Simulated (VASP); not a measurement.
Ba3Si:

```
CELL_PARAMETERS angstrom
5.38336 0.00000 0.00000
0.00000 5.38336 0.00000
0.00000 0.00000 5.38336
ATOMIC_POSITIONS crystal
Ba 0.00000 0.50000 0.50000
Ba 0.50000 0.50000 0.00000
Ba 0.50000 0.00000 0.50000
Si 0.00000 0.00000 0.00000
```

Base run:

| Quantity | Value |
| --- | --- |
| Program | VASP 6.6.1 |
| Functional | PBEsol |
| Potentials or basis | VASP PAW PBE potentials, release 64 (Ba_sv, Si) |
| Cutoff | 520 eV |
| k mesh | 6 × 6 × 6 |
| Occupations | gaussian, width 0.05 eV |
| Spin | no spin polarisation |

Its results: band gap on the k mesh zero (band 17 reaches 3.75 eV, above the bottom of band 18 at 2.80 eV); pressure -1.1 GPa.

The run is repeated on the same cell with these changes: functional from PBEsol to LDA; potentials or basis from VASP PAW PBE potentials, release 64 (Ba_sv, Si) to VASP PAW LDA potentials, release 64 (Ba_sv, Si). What comes out?

Band gap on the k mesh zero (band 17 reaches 3.63 eV, above the bottom of band 18 at 2.74 eV); pressure -2.1 GPa.

Caveats: spin-orbit coupling is left out, which moves the levels of the heavy elements; the PAW data sets were made with another functional, which shifts forces and pressure a little (some runs).
